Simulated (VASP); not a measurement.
# Cs2SnI6 (Fm-3m) in VASP: notebook, part 2 of 2

VASP 6.6.1. The steps go on from the part before.

### Step 3. Single point, PBE (49.96 Å³/atom)

This run uses another cell than the first one, of 49.96 Å³/atom.

The input, INCAR:

```
SYSTEM = Cs2SnI6
ALGO     = Normal         ! electronic algorithm
EDIFF    = 1E-6           ! SCF threshold, eV
ENCUT    = 500            ! plane-wave cutoff, eV
GGA      = PE             ! functional
GGA_COMPAT= .False.      
ISIF     = 2              ! what is computed and relaxed
ISMEAR   = 0              ! smearing method
LASPH    = .True.         ! aspherical terms in the spheres
LCHARG   = .False.        ! write CHGCAR
LREAL    = .False.        ! projectors in reciprocal space
LWAVE    = .False.        ! write WAVECAR
NBANDS   = 47             ! bands
NELM     = 120            ! most SCF steps
PREC     = Accurate       ! precision mode
SIGMA    = 0.01           ! smearing width, eV
```

The input, KPOINTS:

```
k-points
0
Gamma
  4 4 4
  0 0 0
```

The input, POSCAR:

```
Cs2SnI6
1.0
    0.0000000000      6.0807052464      6.0807052464
    6.0807052464      0.0000000000      6.0807052464
    6.0807052464      6.0807052464      0.0000000000
Cs Sn I
2 1 6
Direct
    0.2500000000      0.2500000000      0.2500000000
    0.7500000000      0.7500000000      0.7500000000
    0.0000000000      0.0000000000      0.0000000000
    0.2416514971      0.7583485029      0.7583485029
    0.2416514971      0.7583485029      0.2416514971
    0.7583485029      0.2416514971      0.7583485029
    0.7583485029      0.2416514971      0.2416514971
    0.7583485029      0.7583485029      0.2416514971
    0.2416514971      0.2416514971      0.7583485029
```

Potentials or basis: VASP PAW PBE potentials, release 64 (Cs_sv, Sn_d, I).

Launch:

```console
cat potpaw_PBE.64/Cs_sv/POTCAR potpaw_PBE.64/Sn_d/POTCAR potpaw_PBE.64/I/POTCAR > POTCAR
mpirun -np 1 vasp_std > vasp.out
```

OUTCAR:

```text
SYSTEM = Cs2SnI6
   EDIFF = 1E-6
   ENCUT = 500
   GGA = PE
   ISIF = 2
   ISMEAR = 0
   LASPH = .True.
   LREAL = .False.
   NELM = 120
   PREC = Accurate

 ion  position               nearest neighbor table
   1  0.250  0.250  0.250-
   2  0.750  0.750  0.750-
   3  0.000  0.000  0.000-   4 2.94   5 2.94   6 2.94   7 2.94   8 2.94   9 2.94
   4  0.242  0.758  0.758-   3 2.94
   5  0.242  0.758  0.242-   3 2.94
   6  0.758  0.242  0.758-   3 2.94
   7  0.758  0.242  0.242-   3 2.94
   8  0.758  0.758  0.242-   3 2.94
   9  0.242  0.242  0.758-   3 2.94

  LATTYP: Found a face centered cubic cell.
 ALAT       =    12.1614104928

  Lattice vectors:

 A1 = (   0.0000000000,   6.0807052464,   6.0807052464)
 A2 = (   6.0807052464,   0.0000000000,   6.0807052464)
 A3 = (   6.0807052464,   6.0807052464,   0.0000000000)

Analysis of symmetry for initial positions (statically):
=====================================================================
 Subroutine PRICEL returns:
 Original cell was already a primitive cell.

 Routine SETGRP: Setting up the symmetry group for a
 face centered cubic supercell.

 Subroutine GETGRP returns: Found 48 space group operations
 (whereof 48 operations were pure point group operations)
 out of a pool of 48 trial point group operations.

The static configuration has the point symmetry O_h .

Analysis of symmetry for dynamics (positions and initial velocities):
=====================================================================
 Subroutine PRICEL returns:
 Original cell was already a primitive cell.

 Routine SETGRP: Setting up the symmetry group for a
 face centered cubic supercell.

 Subroutine GETGRP returns: Found 48 space group operations
 (whereof 48 operations were pure point group operations)
 out of a pool of 48 trial point group operations.

The dynamic configuration has the point symmetry O_h .
[... 120 lines left out ...]
   LORBIT       =      0    0 simple, 1 ext, 2 COOP (PROOUT), +10 PAW based schemes
   GGA     = PE    functional components
   LHFCALC =     F    Hartree Fock is set to
   AEXX    =    0.0000 exact exchange contribution
   IVDW    =     0    specifies the selected vdW correction
   LEPSILON=     F    determine dielectric tensor
   LRPA    =     F    only Hartree local field effects (RPA)
 non-spin polarized calculation
 Gauss-broadening in eV      SIGMA  =   0.01
  energy-cutoff  :      500.00
  volume of cell :      449.67
 maximum number of plane-waves:     11527
 NGX is ok and might be reduce to    64
   NGX = 31   NGY = 31   NGZ = 31

 number of electron      74.0000001 magnetization

 Free energy of the ion-electron system (eV)
  ---------------------------------------------------
  ext. energy  EPLUGINS =         0.00000000
  ---------------------------------------------------
  free energy    TOTEN  =       -22.96475412 eV

  energy without entropy =      -22.96475412  energy(sigma->0) =      -22.96475412

 E-fermi :   1.0063     XC(G=0):  -7.3662

 val. band max:        0.8771573375   @ k =   0.0000   0.0000   0.0000
 cond. band min:       1.1041038455   @ k =   0.0000   0.0000   0.0000
 fundamental gap:      0.2269465080
 Fermi energy:         1.0062779497

 k-point     1 :       0.0000    0.0000    0.0000
  band No.  band energies     occupation
      1     -20.4601      2.00000
      2     -20.4601      2.00000
      3     -20.4242      2.00000
      4     -20.4242      2.00000
      5     -20.4242      2.00000
      6     -19.6396      2.00000
[... 389 lines left out ...]
     46       6.9670      0.00000
     47       6.9688      0.00000

------------------------ aborting loop because EDIFF is reached ----------------------------------------

  FORCE on cell =-STRESS in cart. coord.  units (eV):
  Direction    XX          YY          ZZ          XY          YZ          ZX
  --------------------------------------------------------------------------------------
  -------------------------------------------------------------------------------------
  Total       -1.2234562     -1.2234562     -1.2234562      0.0000000      0.0000000     -0.0000000
  in kB       -4.3592037     -4.3592037     -4.3592037      0.0000000      0.0000000     -0.0000000
  external PRESSURE =      -4.3592037 kB  Pullay stress =       0.0000000 kB

 VOLUME and BASIS-vectors are now :
 -----------------------------------------------------------------------------
  energy-cutoff  :      500.00
  volume of cell :      449.67
      direct lattice vectors                 reciprocal lattice vectors
     0.000000000  6.080705246  6.080705246    -0.082227304  0.082227304  0.082227304
     6.080705246  0.000000000  6.080705246     0.082227304 -0.082227304  0.082227304
     6.080705246  6.080705246  0.000000000     0.082227304  0.082227304 -0.082227304

 POSITION                                       TOTAL-FORCE (eV/Angst)
 -----------------------------------------------------------------------------------
      3.04035      3.04035      3.04035        -0.000000     -0.000000     -0.000000
      9.12106      9.12106      9.12106         0.000000      0.000000     -0.000000
      0.00000      0.00000      0.00000         0.000000      0.000000     -0.000000
      9.22259      6.08071      6.08071         0.138397      0.000000     -0.000000
      6.08071      2.93882      6.08071         0.000000     -0.138397     -0.000000
      6.08071      9.22259      6.08071         0.000000      0.138397     -0.000000
      2.93882      6.08071      6.08071        -0.138397      0.000000     -0.000000
      6.08071      6.08071      9.22259         0.000000      0.000000      0.138397
      6.08071      6.08071      2.93882         0.000000      0.000000     -0.138397
 -----------------------------------------------------------------------------------
    total drift:                                0.000000      0.000000      0.000000

  FREE ENERGIE OF THE ION-ELECTRON SYSTEM (eV)
  ---------------------------------------------------
  free  energy   TOTEN  =       -22.9647541180 eV

  energy  without entropy=      -22.9647541180  energy(sigma->0) =      -22.96475412
```

Wall time 8.2 min (1 thread of Intel Xeon 8259CL, shared host); peak memory 0.68 GiB.

What came out:

| Item | Value |
| --- | --- |
| Free energy | -22.9648 eV |
| Pressure | -0.4 GPa |
| Largest force | 0.138 eV/Å |
| Band gap on the k mesh | 0.23 eV |

Forces in eV/Å, atoms in the order of the input:
```
Cs   0.000  0.000  0.000
Cs   0.000  0.000  0.000
Sn   0.000  0.000  0.000
I    0.138  0.000  0.000
I    0.000 -0.138  0.000
I    0.000  0.138  0.000
I   -0.138  0.000  0.000
I    0.000  0.000  0.138
I    0.000  0.000 -0.138
```

Levels at points of the mesh, in eV from the valence-band top:
| k point | band 34 | band 35 | band 36 | band 37 | band 38 | band 39 | band 40 | band 41 |
| --- | --- | --- | --- | --- | --- | --- | --- | --- |
| (0.00, 0.00, 0.00) | -0.42 | 0.00 | 0.00 | 0.00 | 0.23 | 3.98 | 3.98 | 3.98 |
| (0.50, 0.00, 0.00) | -0.40 | -0.26 | -0.24 | -0.24 | 0.97 | 3.54 | 4.82 | 4.82 |
| (0.50, 0.50, 0.00) | -0.59 | -0.58 | -0.58 | -0.02 | 1.20 | 4.39 | 4.39 | 4.59 |

Caveat: spin-orbit coupling is left out, which moves the levels of the heavy elements. A k mesh can miss the band edges.
